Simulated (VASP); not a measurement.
# Co (P6_3/mmc) in VASP: notebook

Runs on Co. Level: PBE. Tasks: single point.

Program: VASP 6.6.1. These are calculated values, not measurements. Logs are shortened: lines on timing, memory, paths and dates and some standing lists are left out, and cuts for length are marked.

**1. The cell of the first run**

It takes space group P6_3/mmc (No. 194, hexagonal). Conventional cell: a = 2.494 Å, b = 2.494 Å, c = 4.030 Å, α = 90.00°, β = 90.00°, γ = 120.00°. Co (site symmetry -6m2) has 12 Co at 2.48 to 2.49 Å within 3.3 Å.

**2. Single point, PBE**

File INCAR:

```
ALGO = Normal
EDIFF = 1E-7
ENCUT = 520
GGA = PE
ISIF = 2
ISMEAR = 0
LASPH = True
LCHARG = False
LREAL = False
LWAVE = False
NBANDS = 16
NELM = 80
PREC = Accurate
SIGMA = 0.05
```

File KPOINTS:

```
k-points
0
Gamma
  20 20 12
```

File POSCAR:

```
Co
1.0
    2.4937131618      0.0000000000      0.0000000000
   -1.2468565809      2.1596189479      0.0000000000
    0.0000000000      0.0000000000      4.0300901758
Co
2
Direct
    0.3333333333      0.6666666667      0.2500000000
    0.6666666667      0.3333333333      0.7500000000
```

Potentials or basis: VASP PAW PBE potentials, release 64 (Co).

The run is started by

```console
$ cat potpaw_PBE.64/Co/POTCAR > POTCAR
$ mpirun -np 1 vasp_std > vasp.out
```

OUTCAR:

```text
EDIFF = 1E-7
   ENCUT = 520
   GGA = PE
   ISIF = 2
   ISMEAR = 0
   LASPH = True
   LREAL = False
   NELM = 80
   PREC = Accurate

 ion  position               nearest neighbor table
   1  0.333  0.667  0.250-   2 2.48   2 2.48   2 2.48   2 2.48   2 2.48   2 2.48
   2  0.667  0.333  0.750-   1 2.48   1 2.48   1 2.48   1 2.48   1 2.48   1 2.48

  LATTYP: Found a hexagonal cell.
 ALAT       =     2.4937131618
 C/A-ratio  =     1.6161001343

  Lattice vectors:

 A1 = (   2.4937131618,   0.0000000000,   0.0000000000)
 A2 = (  -1.2468565809,   2.1596189479,   0.0000000000)
 A3 = (   0.0000000000,   0.0000000000,   4.0300901758)

Analysis of symmetry for initial positions (statically):
=====================================================================
 Subroutine PRICEL returns:
 Original cell was already a primitive cell.

 Routine SETGRP: Setting up the symmetry group for a
 hexagonal supercell.

 Subroutine GETGRP returns: Found 24 space group operations
 (whereof 12 operations were pure point group operations)
 out of a pool of 24 trial point group operations.

The static configuration has the point symmetry D_3d.
 The point group associated with its full space group is D_6h.

Analysis of symmetry for dynamics (positions and initial velocities):
=====================================================================
 Subroutine PRICEL returns:
 Original cell was already a primitive cell.

 Routine SETGRP: Setting up the symmetry group for a
 hexagonal supercell.

 Subroutine GETGRP returns: Found 24 space group operations
 (whereof 12 operations were pure point group operations)
 out of a pool of 24 trial point group operations.

The dynamic configuration has the point symmetry D_3d.
 The point group associated with its full space group is D_6h.

 Subroutine INISYM returns: Found 24 space group operations
 (whereof 12 operations are pure point group operations),
 and found     1 'primitive' translations

----------------------------------------------------------------------------------------

                                     Primitive cell

  volume of cell :      21.7039

  direct lattice vectors                    reciprocal lattice vectors
     2.493713162  0.000000000  0.000000000     0.401008430  0.231522325  0.000000000
    -1.246856581  2.159618948  0.000000000     0.000000000  0.463044650  0.000000000
     0.000000000  0.000000000  4.030090176     0.000000000  0.000000000  0.248133406

  length of vectors
     2.493713162  2.493713162  4.030090176     0.463044650  0.463044650  0.248133406

  position of ions in fractional coordinates (direct lattice)
     0.333333333  0.666666667  0.250000000
     0.666666667  0.333333333  0.750000000

  ion indices of the primitive-cell ions
   primitive index   ion index
                 1           1
                 2           2

----------------------------------------------------------------------------------------

 KPOINTS: k-points

Automatic generation of k-mesh.
 Grid dimensions read from file:
 generate k-points for:   20   20   12

 Generating k-lattice:

  Cartesian coordinates                     Fractional coordinates (reciprocal lattice)
     0.020050422  0.011576116  0.000000000     0.050000000 -0.000000000  0.000000000
     0.000000000  0.023152233  0.000000000     0.000000000  0.050000000  0.000000000
     0.000000000  0.000000000  0.020677784     0.000000000  0.000000000  0.083333333

  Length of vectors
     0.023152233  0.023152233  0.020677784

  Shift w.r.t. Gamma in fractional coordinates (k-lattice)
     0.000000000  0.000000000  0.000000000

 Subroutine IBZKPT returns following result:
 ===========================================

 Found    308 irreducible k-points:

 Following reciprocal coordinates:
            Coordinates               Weight
  0.000000  0.000000  0.000000      1.000000
  0.050000 -0.000000  0.000000      6.000000
  0.100000 -0.000000  0.000000      6.000000
  0.150000 -0.000000  0.000000      6.000000
  0.200000 -0.000000  0.000000      6.000000
  0.250000 -0.000000  0.000000      6.000000
[... 16 lines left out ...]
  0.200000  0.100000  0.000000     12.000000
  0.250000  0.100000  0.000000     12.000000
 [... further k-points ...]
   k-points           NKPTS =    308   k-points in BZ     NKDIM =    308   number of bands    NBANDS=     16
   number of dos      NEDOS =    301   number of ions     NIONS =      2
   total plane-waves  NPLWV =  12000
   dimension x,y,z NGX =    20 NGY =   20 NGZ =   30
   dimension x,y,z NGXF=    40 NGYF=   40 NGZF=   60
   ions per type =               2
   NGX,Y,Z   is equivalent  to a cutoff of  13.33, 13.33, 12.38 a.u.
   NGXF,Y,Z  is equivalent  to a cutoff of  26.67, 26.67, 24.75 a.u.
 SYSTEM =  unknown system
   PREC   = accura    normal or accurate (medium, high low for compatibility)
   ISTART =      0    job   : 0-new  1-cont  2-samecut
   ICHARG =      2    charge: 1-file 2-atom 10-const
   ISPIN  =      1    spin polarized calculation?
   LNONCOLLINEAR =      F non collinear calculations
   LSORBIT =      F    spin-orbit coupling
   LASPH  =      T    aspherical Exc in radial PAW
   ENCUT  =  520.0 eV  38.22 Ry    6.18 a.u.   4.64  4.64  7.49*2*pi/ulx,y,z
   NELM   =     80;   NELMIN=  2; NELMDL= -5     # of ELM steps
   EDIFF  = 0.1E-06   stopping-criterion for ELM
   LREAL  =      F    real-space projection
   EDIFFG = 0.1E-05   stopping-criterion for IOM
   NSW    =      0    number of steps for IOM
   IBRION =     -1    ionic relax: 0-MD 1-quasi-New 2-CG
   NFREE  =      0    steps in history (QN), initial steepest desc. (CG)
   ISIF   =      2    stress and relaxation
   ISYM   =      2    0-nonsym 1-usesym 2-fastsym
   POTIM  = 0.5000    time-step for ionic-motion
   TEBEG  =    0.0;   TEEND  =   0.0 temperature during run
   PSTRESS=    0.0 pullay stress
   NELECT =      18.0000    total number of electrons
   NUPDOWN=      -1.0000    fix difference up-down
   EMIN   =  10.00;   EMAX   =-10.00  energy-range for DOS
   EFERMI =   0.00;   METHOD = LEGACY
   ISMEAR =     0;   SIGMA  =   0.05  broadening in eV -4-tet -1-fermi 0-gaus
   EFERMI_NEDOS =   21; number of points for ismear=-14 and -15
   IALGO  =     38    algorithm
   IMIX   =      4    mixing-type and parameters
     AMIX     =   0.40;   BMIX     =  1.00
     AMIX_MAG =   1.60;   BMIX_MAG =  1.00
  volume/ion in A,a.u.               =      10.85        73.23
  Fermi-wavevector in a.u.,A,eV,Ry     =   1.538106  2.906598 32.188246  2.365769
  Thomas-Fermi vector in A             =   2.644521
   LORBIT       =      0    0 simple, 1 ext, 2 COOP (PROOUT), +10 PAW based schemes
   GGA     = PE    functional components
   LHFCALC =     F    Hartree Fock is set to
   AEXX    =    0.0000 exact exchange contribution
   IVDW    =     0    specifies the selected vdW correction
   LEPSILON=     F    determine dielectric tensor
   LRPA    =     F    only Hartree local field effects (RPA)
 non-spin polarized calculation
 Gauss-broadening in eV      SIGMA  =   0.05
  energy-cutoff  :      520.00
  volume of cell :       21.70
 maximum number of plane-waves:       597
 NGX is ok and might be reduce to    20
   NGX =  9   NGY =  9   NGZ = 15

 number of electron      17.9999996 magnetization

 Free energy of the ion-electron system (eV)
  ---------------------------------------------------
  ext. energy  EPLUGINS =         0.00000000
  ---------------------------------------------------
  free energy    TOTEN  =       -13.59811222 eV

  energy without entropy =      -13.59101188  energy(sigma->0) =      -13.59456205

 E-fermi :  10.1572     XC(G=0): -13.4198

 val. band max:       10.1567619105   @ k =   0.4000   0.2000   0.2500
 cond. band min:      10.1585045219   @ k =   0.3000   0.0500   0.5000
 fundamental gap:      0.0017426115
 Fermi energy:        10.1571680550

 k-point     1 :       0.0000    0.0000    0.0000
  band No.  band energies     occupation
      1       1.3330      2.00000
      2       5.5518      2.00000
      3       8.3552      2.00000
      4       8.3977      2.00000
      5       8.3977      2.00000
      6       8.7326      2.00000
[... 8 lines left out ...]
     15      34.9172      0.00000
     16      34.9173      0.00000

 k-point     2 :       0.0500   -0.0000    0.0000
  band No.  band energies     occupation
      1       1.4210      2.00000
      2       5.6085      2.00000
      3       8.2402      2.00000
      4       8.4405      2.00000
      5       8.4985      2.00000
      6       8.7095      2.00000
[... 8 lines left out ...]
     15      33.3746      0.00000
     16      33.7939      0.00000

 k-point     3 :       0.1000   -0.0000    0.0000
  band No.  band energies     occupation
      1       1.6823      2.00000
      2       5.7697      2.00000
      3       8.0790      2.00000
      4       8.5664      2.00000
      5       8.5916      2.00000
      6       8.6797      2.00000
[... 8 lines left out ...]
     15      32.2869      0.00000
     16      32.4778      0.00000

 k-point     4 :       0.1500   -0.0000    0.0000
  band No.  band energies     occupation
      1       2.1074      2.00000
      2       6.0062      2.00000
      3       7.8957      2.00000
      4       8.1643      2.00000
      5       8.5190      2.00000
      6       8.7675      2.00000
[... 8 lines left out ...]
     15      30.8437      0.00000
     16      31.9409      0.00000

 k-point     5 :       0.2000   -0.0000    0.0000
  band No.  band energies     occupation
      1       2.6785      2.00000
      2       6.2594      2.00000
      3       7.6789      2.00000
      4       7.7221      2.00000
      5       8.4203      2.00000
      6       8.7404      2.00000
[... 8 lines left out ...]
     15      29.5052      0.00000
     16      31.3883      0.00000

 k-point     6 :       0.2500   -0.0000    0.0000
  band No.  band energies     occupation
      1       3.3650      2.00000
      2       6.4353      2.00000
      3       7.2671      2.00000
      4       7.6110      2.00000
      5       8.3653      2.00000
      6       8.6061      2.00000
[... 8 lines left out ...]
     15      28.2941      0.00000
     16      30.3176      0.00000

 k-point     7 :       0.3000   -0.0000    0.0000
  band No.  band energies     occupation
      1       4.1140      2.00000
      2       6.4596      2.00000
      3       6.9318      2.00000
      4       7.5952      2.00000
      5       8.4011      2.00000
      6       8.4802      2.00000
[... 8 lines left out ...]
     15      27.2346      0.00000
     16      28.4671      0.00000

 k-point     8 :       0.3500   -0.0000    0.0000
  band No.  band energies     occupation
      1       4.8378      2.00000
      2       6.3710      2.00000
      3       6.6730      2.00000
      4       7.6571      2.00000
      5       8.3724      2.00000
      6       8.5182      2.00000
[... 8 lines left out ...]
     15      26.3559      0.00000
     16      26.7384      0.00000

 k-point     9 :       0.4000   -0.0000    0.0000
  band No.  band energies     occupation
      1       5.4183      2.00000
      2       6.2494      2.00000
      3       6.4895      2.00000
      4       7.7976      2.00000
      5       8.2901      2.00000
      6       8.4717      2.00000
[... 8 lines left out ...]
     15      25.1585      0.00000
     16      25.6916      0.00000
[... 172 lines left out ...]
 k-point    19 :       0.4000    0.0500    0.0000
  band No.  band energies     occupation
      1       5.6739      2.00000
      2       6.2237      2.00000
      3       6.4343      2.00000
      4       7.8354      2.00000
      5       8.2325      2.00000
      6       8.4450      2.00000
[... 8 lines left out ...]
     15      24.4915      0.00000
     16      24.6811      0.00000

 k-point    20 :       0.4500    0.0500    0.0000
  band No.  band energies     occupation
      1       5.9269      2.00000
      2       6.1193      2.00000
      3       6.3634      2.00000
      4       7.9813      2.00000
      5       8.2083      2.00000
      6       8.3991      2.00000
[... 8 lines left out ...]
     15      23.4050      0.00000
     16      24.2149      0.00000

 k-point    21 :       0.1000    0.1000    0.0000
  band No.  band energies     occupation
      1       2.3572      2.00000
      2       6.1393      2.00000
      3       7.7802      2.00000
      4       7.9548      2.00000
      5       8.5072      2.00000
      6       8.6927      2.00000
[... 8 lines left out ...]
     15      27.9501      0.00000
     16      34.0208      0.00000

 k-point    22 :       0.1500    0.1000    0.0000
  band No.  band energies     occupation
      1       2.9191      2.00000
      2       6.3840      2.00000
      3       7.5559      2.00000
      4       7.5912      2.00000
      5       8.4305      2.00000
      6       8.5400      2.00000
[... 8 lines left out ...]
     15      26.6625      0.00000
     16      32.2780      0.00000

 k-point    23 :       0.2000    0.1000    0.0000
  band No.  band energies     occupation
      1       3.5948      2.00000
      2       6.5670      2.00000
      3       7.2026      2.00000
      4       7.4468      2.00000
      5       8.3906      2.00000
      6       8.4054      2.00000
[... 8 lines left out ...]
     15      25.6919      0.00000
     16      30.4287      0.00000

 k-point    24 :       0.2500    0.1000    0.0000
  band No.  band energies     occupation
      1       4.3324      2.00000
      2       6.5964      2.00000
      3       6.9087      2.00000
      4       7.4101      2.00000
      5       8.2964      2.00000
      6       8.4291      2.00000
[... 8 lines left out ...]
     15      24.8404      0.00000
     16      28.6247      0.00000

 [... further k-points ...]

------------------------ aborting loop because EDIFF is reached ----------------------------------------

  FORCE on cell =-STRESS in cart. coord.  units (eV):
  Direction    XX          YY          ZZ          XY          YZ          ZX
  --------------------------------------------------------------------------------------
  -------------------------------------------------------------------------------------
  Total       -1.5677676     -1.5677676     -1.6678944      0.0000000      0.0000000      0.0000000
  in kB     -115.7321113   -115.7321113   -123.1234414      0.0000000      0.0000000      0.0000000
  external PRESSURE =    -118.1958880 kB  Pullay stress =       0.0000000 kB

 VOLUME and BASIS-vectors are now :
 -----------------------------------------------------------------------------
  energy-cutoff  :      520.00
  volume of cell :       21.70
      direct lattice vectors                 reciprocal lattice vectors
     2.493713162  0.000000000  0.000000000     0.401008430  0.231522325  0.000000000
    -1.246856581  2.159618948  0.000000000     0.000000000  0.463044650  0.000000000
     0.000000000  0.000000000  4.030090176     0.000000000  0.000000000  0.248133406

 POSITION                                       TOTAL-FORCE (eV/Angst)
 -----------------------------------------------------------------------------------
     -0.00000      1.43975      1.00752         0.000000     -0.000000      0.000000
      1.24686      0.71987      3.02257        -0.000000      0.000000      0.000000
 -----------------------------------------------------------------------------------
    total drift:                                0.000000      0.000000     -0.000000

  FREE ENERGIE OF THE ION-ELECTRON SYSTEM (eV)
  ---------------------------------------------------
  free  energy   TOTEN  =       -13.5981122171 eV

  energy  without entropy=      -13.5910118768  energy(sigma->0) =      -13.59456205
```

Wall time 74 s (1 thread of Intel Xeon 6975P-C, shared host); peak memory 0.2 GiB.

What came out:

```
Free energy            : -13.5981 eV
Pressure               : -11.8 GPa
Band gap on the k mesh : zero (band 9 reaches 10.48 eV, above the bottom of band 10 at 9.06 eV)
```

Stress tensor (GPa, compression positive):
```
-11.57   0.00   0.00
  0.00 -11.57   0.00
  0.00   0.00 -12.31
```

Caveat: the run has no spin polarisation, though such a crystal can be magnetic.

**3. Single point, PBE, collinear spin, ferromagnetic start**

File INCAR:

```
SYSTEM = Co
ALGO = Normal
EDIFF = 1E-7
ENCUT = 520
GGA = PE
ISIF = 2
ISMEAR = 0
ISPIN = 2
LASPH = .TRUE.
LCHARG = .TRUE.
LELF = .TRUE.
LMAXMIX = 4
LORBIT = 11
LREAL = .FALSE.
LVHAR = .TRUE.
LWAVE = .FALSE.
MAGMOM = 1.5 1.5
NBANDS = 20
NELM = 150
PREC = Accurate
SIGMA = 0.05
```

File KPOINTS:

```
k-points
0
G
  20 20 12
  0 0 0
```

POSCAR is that of step 2.

Potentials or basis: VASP PAW PBE potentials, release 64 (Co).

The run is started by

```console
$ cat potpaw_PBE.64/Co/POTCAR > POTCAR
$ mpirun -np 1 vasp_std > vasp.out
```

It took 4.2 min on 1 thread of Intel Xeon 6975P-C, shared host; peak memory 0.29 GiB.

It converged, with:

- Free energy: -14.0730 eV
- Pressure: -0.7 GPa
- Net moment: 3.20 μB per cell
- Site moments: Co +1.62 μB
- Valence electrons inside the program's atomic spheres: Co 8.27

Stress tensor (GPa, compression positive):
```
-0.68  0.00  0.00
 0.00 -0.68  0.00
 0.00  0.00 -0.86
```

Levels at points of the mesh, in eV from the Fermi level:
Spin up:
| k point | band 8 | band 9 | band 10 | band 11 | band 12 | band 13 | band 14 | band 15 |
| --- | --- | --- | --- | --- | --- | --- | --- | --- |
| (0.00, 0.00, 0.00) | -1.92 | -1.92 | -0.82 | -0.82 | -0.06 | 6.37 | 21.97 | 24.53 |
| (0.50, 0.00, 0.00) | -0.69 | -0.60 | -0.54 | 1.31 | 3.32 | 9.70 | 10.35 | 12.75 |
| (0.00, 0.00, 0.50) | -2.64 | -1.13 | -1.13 | -1.13 | -1.13 | 15.05 | 15.05 | 22.70 |
| (0.50, 0.00, 0.50) | -1.05 | -0.60 | -0.60 | 1.61 | 1.61 | 7.26 | 7.26 | 18.34 |
Spin down:
| k point | band 5 | band 6 | band 7 | band 8 | band 9 | band 10 |
| --- | --- | --- | --- | --- | --- | --- |
| (0.00, 0.00, 0.00) | -0.95 | -0.58 | -0.58 | -0.17 | -0.17 | -0.13 |
| (0.50, 0.00, 0.00) | -1.11 | -1.02 | -0.61 | 1.18 | 1.31 | 1.35 |
| (0.00, 0.00, 0.50) | -1.02 | -1.02 | -1.02 | -1.02 | 0.72 | 0.72 |
| (0.50, 0.00, 0.50) | -0.05 | -0.05 | 0.25 | 0.25 | 1.28 | 1.28 |

**4. Single point, PBE, collinear spin, antiferromagnetic start**

File INCAR:

```
SYSTEM = Co
ALGO = Normal ; EDIFF = 1E-6
ENCUT = 520 ; GGA = PE
ISIF = 2 ; ISMEAR = 0
ISPIN = 2 ; LASPH = .TRUE.
LCHARG = .FALSE. ; LMAXMIX = 4
LORBIT = 11 ; LREAL = .FALSE.
LWAVE = .FALSE. ; MAGMOM = 1.5 -1.5
NBANDS = 20 ; NELM = 150
PREC = Accurate ; SIGMA = 0.05
```

KPOINTS is that of step 3.

POSCAR is that of step 3.

The run is started by

```console
$ cat potpaw_PBE.64/Co/POTCAR > POTCAR
$ mpirun -np 1 vasp_std > vasp.out
```

Wall time 4.6 min (1 thread of Intel Xeon 6975P-C, shared host); peak memory 0.29 GiB.

Results (log left out):

```
Free energy                                           : -13.6126 eV
Pressure                                              : -7.2 GPa
Band gap on the k mesh                                : zero (filled and empty bands overlap)
Net moment                                            : 0.00 μB per cell
Site moments                                          : Co +0.93, -0.93 μB
Valence electrons inside the program's atomic spheres : Co 8.27
```

Stress tensor (GPa, compression positive):
```
-7.33  0.00  0.00
 0.00 -7.33  0.00
 0.00  0.00 -7.04
```

Levels at points of the mesh, in eV from the Fermi level:
Spin up:
| k point | band 6 | band 7 | band 8 | band 9 | band 10 | band 11 | band 12 | band 13 |
| --- | --- | --- | --- | --- | --- | --- | --- | --- |
| (0.00, 0.00, 0.00) | -1.32 | -1.32 | -1.11 | -1.11 | -0.11 | 0.22 | 0.22 | 6.83 |
| (0.50, 0.00, 0.00) | -1.76 | -1.38 | -0.23 | 0.37 | 0.84 | 1.81 | 3.79 | 9.85 |
| (0.00, 0.00, 0.50) | -1.95 | -1.68 | -1.68 | -0.50 | -0.50 | 0.11 | 0.11 | 15.16 |
| (0.50, 0.00, 0.50) | -0.59 | -0.56 | -0.17 | -0.16 | 0.84 | 1.80 | 1.83 | 7.60 |
Spin down:
```
           k point  band 6  band 7  band 8  band 9  band 10  band 11  band 12  band 13
(0.00, 0.00, 0.00)   -1.32   -1.32   -1.11   -1.11    -0.11     0.22     0.22     6.83
(0.50, 0.00, 0.00)   -1.76   -1.38   -0.23    0.37     0.84     1.81     3.79     9.85
(0.00, 0.00, 0.50)   -1.95   -1.68   -1.68   -0.50    -0.50     0.11     0.11    15.16
(0.50, 0.00, 0.50)   -0.59   -0.56   -0.17   -0.16     0.84     1.80     1.83     7.60
```

**5. The runs side by side**

```csv
spin,gap on the mesh (eV),pressure (GPa),moment (μB)
off,none,-11.8,-
"collinear, ferromagnetic start",none,-0.7,3.20
"collinear, antiferromagnetic start",none,-7.2,0.00
```

Alike in all rows: task single point; level PBE; potentials or basis VASP PAW PBE potentials, release 64 (Co); cell as given; k mesh 20 × 20 × 12; cutoff (eV) 520; smearing gaussian 0.05 eV.

Every run on the cell as given and a fine mesh finds a metal.

Absolute energies hang on the potentials; compare differences alone.
